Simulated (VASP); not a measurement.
# ZrAl3N4 (Pm-3m) in VASP: a series of runs

Runs on ZrAl3N4. Level: PBE. Tasks: single point, relaxation of cell and atoms.

Program: VASP 6.6.1. These are calculated values, not measurements. Logs are shortened: lines on timing, memory, paths and dates and some standing lists are left out, and cuts for length are marked.

### Step 1. The cell of the first run

Symmetry: Pm-3m, No. 221, cubic system. Conventional cell: a = 4.298 Å, b = 4.298 Å, c = 4.298 Å, α = 90.00°, β = 90.00°, γ = 90.00°. Within 2.8 Å of Zr (site symmetry m-3m) lie 6 N at 2.15 Å. Al (site symmetry 4/mmm) has 6 N at 2.15 Å within 2.8 Å. Within 2.8 Å of N (site symmetry m-3m) lie 6 Al at 2.15 Å. N (site symmetry 4/mmm) has 2 Zr at 2.15 Å and 4 Al at 2.15 Å within 2.8 Å.

### Step 2. Single point, PBE

The input, INCAR:

```
SYSTEM = ZrAl3N4
ALGO     = Normal         ! electronic algorithm
EDIFF    = 1E-6           ! SCF threshold, eV
ENCUT    = 520            ! plane-wave cutoff, eV
GGA      = PE             ! functional
ISIF     = 2              ! what is computed and relaxed
ISMEAR   = 0              ! smearing method
LASPH    = .True.         ! aspherical terms in the spheres
LCHARG   = .False.        ! write CHGCAR
LREAL    = .False.        ! projectors in reciprocal space
LWAVE    = .False.        ! write WAVECAR
NBANDS   = 30             ! bands
NELM     = 80             ! most SCF steps
PREC     = Accurate       ! precision mode
SIGMA    = 0.1            ! smearing width, eV
```

The input, KPOINTS:

```
k-points
0
Gamma
  4 4 4
  0 0 0
```

The input, POSCAR:

```
ZrAl3N4
1.0
    4.2975215173      0.0000000000      0.0000000000
    0.0000000000      4.2975215173      0.0000000000
    0.0000000000      0.0000000000      4.2975215173
Zr Al N
1 3 4
Direct
    0.5000000000      0.5000000000      0.5000000000
    0.0000000000      0.5000000000      0.0000000000
    0.5000000000      0.0000000000      0.0000000000
    0.0000000000      0.0000000000      0.5000000000
    0.0000000000      0.0000000000      0.0000000000
    0.5000000000      0.0000000000      0.5000000000
    0.0000000000      0.5000000000      0.5000000000
    0.5000000000      0.5000000000      0.0000000000
```

Potentials or basis: VASP PAW PBE potentials, release 64 (Zr_sv, Al, N).

Command:

```console
$ cat potpaw_PBE.64/Zr_sv/POTCAR potpaw_PBE.64/Al/POTCAR potpaw_PBE.64/N/POTCAR > POTCAR
$ mpirun -np 1 vasp_std > vasp.out
```

OUTCAR:

```text
SYSTEM = ZrAl3N4
   EDIFF = 1E-6
   ENCUT = 520
   GGA = PE
   ISIF = 2
   ISMEAR = 0
   LASPH = .True.
   LREAL = .False.
   NELM = 80
   PREC = Accurate

 ion  position               nearest neighbor table
   1  0.500  0.500  0.500-   6 2.15   7 2.15   8 2.15   8 2.15   6 2.15   7 2.15   2 3.04   3 3.04
                             2 3.04   3 3.04   4 3.04   3 3.04   3 3.04   2 3.04   4 3.04   4 3.04
   2  0.000  0.500  0.000-   5 2.15   7 2.15   8 2.15   7 2.15   5 2.15   8 2.15   1 3.04   4 3.04
                             1 3.04   3 3.04   4 3.04   3 3.04   4 3.04   1 3.04   3 3.04   4 3.04
   3  0.500  0.000  0.000-   5 2.15   6 2.15   8 2.15   6 2.15   8 2.15   5 2.15   1 3.04   4 3.04
                             1 3.04   1 3.04   2 3.04   2 3.04   1 3.04   2 3.04   4 3.04   4 3.04
   4  0.000  0.000  0.500-   5 2.15   6 2.15   7 2.15   5 2.15   7 2.15   6 2.15   2 3.04   3 3.04
                             1 3.04   1 3.04   2 3.04   2 3.04   2 3.04   1 3.04   3 3.04   3 3.04
   5  0.000  0.000  0.000-   2 2.15   3 2.15   4 2.15   4 2.15   2 2.15   3 2.15
   6  0.500  0.000  0.500-   1 2.15   3 2.15   4 2.15   3 2.15   1 2.15   4 2.15
   7  0.000  0.500  0.500-   1 2.15   2 2.15   4 2.15   2 2.15   4 2.15   1 2.15
   8  0.500  0.500  0.000-   1 2.15   2 2.15   3 2.15   1 2.15   3 2.15   2 2.15

  LATTYP: Found a simple cubic cell.
 ALAT       =     4.2975215173

  Lattice vectors:

 A1 = (   4.2975215173,   0.0000000000,   0.0000000000)
 A2 = (   0.0000000000,   4.2975215173,   0.0000000000)
 A3 = (   0.0000000000,   0.0000000000,   4.2975215173)

Analysis of symmetry for initial positions (statically):
=====================================================================
 Subroutine PRICEL returns:
 Original cell was already a primitive cell.

 Routine SETGRP: Setting up the symmetry group for a
 simple cubic supercell.

 Subroutine GETGRP returns: Found 48 space group operations
 (whereof 48 operations were pure point group operations)
 out of a pool of 48 trial point group operations.

The static configuration has the point symmetry O_h .

Analysis of symmetry for dynamics (positions and initial velocities):
=====================================================================
 Subroutine PRICEL returns:
 Original cell was already a primitive cell.

 Routine SETGRP: Setting up the symmetry group for a
 simple cubic supercell.

 Subroutine GETGRP returns: Found 48 space group operations
 (whereof 48 operations were pure point group operations)
 out of a pool of 48 trial point group operations.

The dynamic configuration has the point symmetry O_h .

 Subroutine INISYM returns: Found 48 space group operations
 (whereof 48 operations are pure point group operations),
 and found     1 'primitive' translations

----------------------------------------------------------------------------------------

                                     Primitive cell

  volume of cell :      79.3696

  direct lattice vectors                    reciprocal lattice vectors
     4.297521517  0.000000000  0.000000000     0.232692261  0.000000000  0.000000000
     0.000000000  4.297521517  0.000000000     0.000000000  0.232692261  0.000000000
     0.000000000  0.000000000  4.297521517     0.000000000  0.000000000  0.232692261

  length of vectors
     4.297521517  4.297521517  4.297521517     0.232692261  0.232692261  0.232692261

  position of ions in fractional coordinates (direct lattice)
     0.500000000  0.500000000  0.500000000
     0.000000000  0.500000000  0.000000000
     0.500000000  0.000000000  0.000000000
     0.000000000  0.000000000  0.500000000
     0.000000000  0.000000000  0.000000000
     0.500000000  0.000000000  0.500000000
     0.000000000  0.500000000  0.500000000
     0.500000000  0.500000000  0.000000000

  ion indices of the primitive-cell ions
   primitive index   ion index
                 1           1
                 2           2
                 3           3
                 4           4
                 5           5
                 6           6
                 7           7
                 8           8

----------------------------------------------------------------------------------------

 KPOINTS: k-points

Automatic generation of k-mesh.
 Grid dimensions read from file:
 generate k-points for:    4    4    4

 Generating k-lattice:

  Cartesian coordinates                     Fractional coordinates (reciprocal lattice)
     0.058173065  0.000000000  0.000000000     0.250000000  0.000000000  0.000000000
     0.000000000  0.058173065  0.000000000     0.000000000  0.250000000  0.000000000
     0.000000000  0.000000000  0.058173065     0.000000000  0.000000000  0.250000000

  Length of vectors
     0.058173065  0.058173065  0.058173065

  Shift w.r.t. Gamma in fractional coordinates (k-lattice)
     0.000000000  0.000000000  0.000000000

 Subroutine IBZKPT returns following result:
 ===========================================

 Found     10 irreducible k-points:

 Following reciprocal coordinates:
            Coordinates               Weight
  0.000000  0.000000  0.000000      1.000000
  0.250000  0.000000  0.000000      6.000000
  0.500000  0.000000  0.000000      3.000000
  0.250000  0.250000  0.000000     12.000000
  0.500000  0.250000  0.000000     12.000000
  0.500000  0.500000  0.000000      3.000000
  0.250000  0.250000  0.250000      8.000000
  0.500000  0.250000  0.250000     12.000000
  0.500000  0.500000  0.250000      6.000000
  0.500000  0.500000  0.500000      1.000000
   k-points           NKPTS =     10   k-points in BZ     NKDIM =     10   number of bands    NBANDS=     30
   number of dos      NEDOS =    301   number of ions     NIONS =      8
   total plane-waves  NPLWV =  32768
   dimension x,y,z NGX =    32 NGY =   32 NGZ =   32
   dimension x,y,z NGXF=    64 NGYF=   64 NGZF=   64
   ions per type =               1   3   4
   NGX,Y,Z   is equivalent  to a cutoff of  12.38, 12.38, 12.38 a.u.
   NGXF,Y,Z  is equivalent  to a cutoff of  24.76, 24.76, 24.76 a.u.
 SYSTEM =  ZrAl3N4
   PREC   = accura    normal or accurate (medium, high low for compatibility)
   ISTART =      0    job   : 0-new  1-cont  2-samecut
   ICHARG =      2    charge: 1-file 2-atom 10-const
   ISPIN  =      1    spin polarized calculation?
   LNONCOLLINEAR =      F non collinear calculations
   LSORBIT =      F    spin-orbit coupling
   LASPH  =      T    aspherical Exc in radial PAW
   ENCUT  =  520.0 eV  38.22 Ry    6.18 a.u.   7.99  7.99  7.99*2*pi/ulx,y,z
   NELM   =     80;   NELMIN=  2; NELMDL= -5     # of ELM steps
   EDIFF  = 0.1E-05   stopping-criterion for ELM
   LREAL  =      F    real-space projection
   EDIFFG = 0.1E-04   stopping-criterion for IOM
   NSW    =      0    number of steps for IOM
   IBRION =     -1    ionic relax: 0-MD 1-quasi-New 2-CG
   NFREE  =      0    steps in history (QN), initial steepest desc. (CG)
   ISIF   =      2    stress and relaxation
   ISYM   =      2    0-nonsym 1-usesym 2-fastsym
   POTIM  = 0.5000    time-step for ionic-motion
   TEBEG  =    0.0;   TEEND  =   0.0 temperature during run
   PSTRESS=    0.0 pullay stress
   NELECT =      41.0000    total number of electrons
   NUPDOWN=      -1.0000    fix difference up-down
   EMIN   =  10.00;   EMAX   =-10.00  energy-range for DOS
   EFERMI =   0.00;   METHOD = LEGACY
   ISMEAR =     0;   SIGMA  =   0.10  broadening in eV -4-tet -1-fermi 0-gaus
   EFERMI_NEDOS =   21; number of points for ismear=-14 and -15
   IALGO  =     38    algorithm
   IMIX   =      4    mixing-type and parameters
     AMIX     =   0.40;   BMIX     =  1.00
     AMIX_MAG =   1.60;   BMIX_MAG =  1.00
  volume/ion in A,a.u.               =       9.92        66.95
  Fermi-wavevector in a.u.,A,eV,Ry     =   1.313564  2.482277 23.476194  1.725452
  Thomas-Fermi vector in A             =   2.443878
   LORBIT       =      0    0 simple, 1 ext, 2 COOP (PROOUT), +10 PAW based schemes
   GGA     = PE    functional components
   LHFCALC =     F    Hartree Fock is set to
   AEXX    =    0.0000 exact exchange contribution
   IVDW    =     0    specifies the selected vdW correction
   LEPSILON=     F    determine dielectric tensor
   LRPA    =     F    only Hartree local field effects (RPA)
 non-spin polarized calculation
 Gauss-broadening in eV      SIGMA  =   0.10
  energy-cutoff  :      520.00
  volume of cell :       79.37
 maximum number of plane-waves:      2176
 NGX is ok and might be reduce to    32
   NGX = 15   NGY = 15   NGZ = 15

 number of electron      40.9999992 magnetization

 Free energy of the ion-electron system (eV)
  ---------------------------------------------------
  ext. energy  EPLUGINS =         0.00000000
  ---------------------------------------------------
  free energy    TOTEN  =       -60.86976723 eV

  energy without entropy =      -60.83931646  energy(sigma->0) =      -60.85454184

 E-fermi :  12.3473     XC(G=0): -11.9990

 val. band max:       12.3222259371   @ k =   0.2500   0.0000   0.0000
 cond. band min:      12.3619053938   @ k =   0.2500   0.2500   0.0000
 fundamental gap:      0.0396794567
 Fermi energy:        12.3473173296

 k-point     1 :       0.0000    0.0000    0.0000
  band No.  band energies     occupation
      1     -37.3949      2.00000
      2     -15.7641      2.00000
      3     -15.7641      2.00000
      4     -15.7641      2.00000
      5      -6.8622      2.00000
      6      -4.5380      2.00000
[... 22 lines left out ...]
     29      17.6258      0.00000
     30      17.6258      0.00000

 k-point     2 :       0.2500    0.0000    0.0000
  band No.  band energies     occupation
      1     -37.3937      2.00000
      2     -15.8505      2.00000
      3     -15.7603      2.00000
      4     -15.7603      2.00000
      5      -6.4576      2.00000
      6      -4.6053      2.00000
[... 256 lines left out ...]
 k-point    10 :       0.5000    0.5000    0.5000
  band No.  band energies     occupation
      1     -37.3881      2.00000
      2     -15.9084      2.00000
      3     -15.9084      2.00000
      4     -15.9084      2.00000
      5      -4.6390      2.00000
      6      -3.7591      2.00000
[... 22 lines left out ...]
     29      17.8803      0.00000
     30      17.8803      0.00000

------------------------ aborting loop because EDIFF is reached ----------------------------------------

  FORCE on cell =-STRESS in cart. coord.  units (eV):
  Direction    XX          YY          ZZ          XY          YZ          ZX
  --------------------------------------------------------------------------------------
  -------------------------------------------------------------------------------------
  Total       -0.0002790     -0.0002790     -0.0002790     -0.0000000     -0.0000000      0.0000000
  in kB       -0.0056323     -0.0056323     -0.0056323     -0.0000000     -0.0000000      0.0000000
  external PRESSURE =      -0.0056323 kB  Pullay stress =       0.0000000 kB

 VOLUME and BASIS-vectors are now :
 -----------------------------------------------------------------------------
  energy-cutoff  :      520.00
  volume of cell :       79.37
      direct lattice vectors                 reciprocal lattice vectors
     4.297521517  0.000000000  0.000000000     0.232692261  0.000000000  0.000000000
     0.000000000  4.297521517  0.000000000     0.000000000  0.232692261  0.000000000
     0.000000000  0.000000000  4.297521517     0.000000000  0.000000000  0.232692261

 POSITION                                       TOTAL-FORCE (eV/Angst)
 -----------------------------------------------------------------------------------
      2.14876      2.14876      2.14876         0.000000      0.000000      0.000000
      0.00000      2.14876      0.00000         0.000000      0.000000      0.000000
      2.14876      0.00000      0.00000         0.000000      0.000000      0.000000
      0.00000      0.00000      2.14876         0.000000      0.000000      0.000000
      0.00000      0.00000      0.00000         0.000000      0.000000      0.000000
      2.14876      0.00000      2.14876         0.000000      0.000000      0.000000
      0.00000      2.14876      2.14876         0.000000      0.000000      0.000000
      2.14876      2.14876      0.00000         0.000000      0.000000      0.000000
 -----------------------------------------------------------------------------------
    total drift:                                0.000000     -0.000000     -0.000000

  FREE ENERGIE OF THE ION-ELECTRON SYSTEM (eV)
  ---------------------------------------------------
  free  energy   TOTEN  =       -60.8697672333 eV

  energy  without entropy=      -60.8393164555  energy(sigma->0) =      -60.85454184
```

Run time: 14 s. Hardware: 1 thread of Intel Xeon Platinum 8375C at 2.90GHz (Ice Lake), shared host; peak memory 0.18 GiB.

What came out:

```yaml
Free_energy: -60.8698 eV
Pressure: 0.0 GPa
```

Caveat: the k points lie up to 0.37 Å⁻¹ apart.

### Step 3. Relaxation of cell and atoms, PBE

This run uses another cell than the first one, of 13.11 Å³/atom, 1.322 times its volume.

The input, INCAR:

```
SYSTEM = ZrAl3N4
ALGO = Normal
EDIFF = 1E-7
EDIFFG = -0.04
ENCUT = 600
GGA = PE
IBRION = 2
ISIF = 3
ISMEAR = 0
LASPH = .True.
LCHARG = .False.
LREAL = .False.
LWAVE = .False.
NELM = 60
NSW = 90
PREC = Accurate
SIGMA = 0.1
```

KPOINTS is that of step 2.

Changes to POSCAR since step 2:

```diff
@@ -2,5 +2,5 @@
 1.0
-    4.2975215173      0.0000000000      0.0000000000
-    0.0000000000      4.2975215173      0.0000000000
-    0.0000000000      0.0000000000      4.2975215173
+    4.7163717700      0.0000000000      0.0000000000
+    0.0000000000      4.7163717700      0.0000000000
+    0.0000000000      0.0000000000      4.7163717700
 Zr Al N
```

Potentials or basis: VASP PAW PBE potentials, release 64 (Zr_sv, Al, N).

Command:

```console
$ cat potpaw_PBE.64/Zr_sv/POTCAR potpaw_PBE.64/Al/POTCAR potpaw_PBE.64/N/POTCAR > POTCAR
$ mpirun -np 1 vasp_std > vasp.out
```

Run time: 2 min. Hardware: 1 thread of Intel Xeon Platinum 8375C at 2.90GHz (Ice Lake), shared host; peak memory 0.26 GiB.

Results (log left out):

| Item | Value |
| --- | --- |
| Free energy | -60.8914 eV |
| Relaxed volume | 9.90 Å³/atom |
| Relaxed cell | a = 4.294 Å, b = 4.294 Å, c = 4.294 Å, α = 90.00°, β = 90.00°, γ = 90.00° |
| Space group after relaxing (to 0.05 Å) | Pm-3m (No. 221) |
| Energy gained by relaxing | 412.9 meV/atom |
| Ionic steps | 4 |
| Pressure after relaxing | 0.1 GPa |

The path:
| step | energy change (eV) | largest force (eV/Å) | pressure (GPa) | volume (Å³) |
| --- | --- | --- | --- | --- |
| 1 | 0.0000 | 0.0000 | -32.84 | 104.91 |
| 2 | -2.2219 | 0.0000 | 38.92 | 69.16 |
| 3 | -3.3018 | 0.0000 | -1.12 | 79.65 |
| 4 | -3.3032 | 0.0000 | 0.11 | 79.19 |

Final structure:
```cif
data_structure
_symmetry_space_group_name_H-M 'P 1'
_symmetry_Int_Tables_number 1
_cell_length_a 4.2943
_cell_length_b 4.2943
_cell_length_c 4.2943
_cell_angle_alpha 90.000
_cell_angle_beta 90.000
_cell_angle_gamma 90.000
_cell_volume 79.19
loop_
_atom_site_label
_atom_site_type_symbol
_atom_site_fract_x
_atom_site_fract_y
_atom_site_fract_z
_atom_site_occupancy
Zr1 Zr 0.50000 0.50000 0.50000 1
Al1 Al 0.00000 0.50000 0.00000 1
Al2 Al 0.50000 0.00000 0.00000 1
Al3 Al 0.00000 0.00000 0.50000 1
N1 N 0.00000 0.00000 0.00000 1
N2 N 0.50000 0.00000 0.50000 1
N3 N 0.00000 0.50000 0.50000 1
N4 N 0.50000 0.50000 0.00000 1
```

Levels at points of the mesh, in eV from the Fermi level:
```tsv
k point	band 16	band 17	band 18	band 19	band 20	band 21	band 22	band 23	band 24	band 25
(0.00, 0.00, 0.00)	-4.63	-4.63	-3.24	-3.24	-3.24	-1.61	-1.61	-1.61	-0.73	-0.49
(0.50, 0.00, 0.00)	-6.63	-5.25	-5.25	-3.65	-3.65	-1.19	1.80	1.80	2.21	2.27
(0.50, 0.50, 0.00)	-6.90	-4.61	-4.44	-4.44	-4.18	1.91	1.91	2.38	3.38	4.04
(0.50, 0.50, 0.50)	-4.71	-4.71	-4.56	-4.56	-4.56	1.19	1.74	1.74	1.74	3.24
```

Caveat: the volume moved by over 15 % at a fixed basis, so the end points are rough; the bands computed are all filled at some k points, so no gap is given.
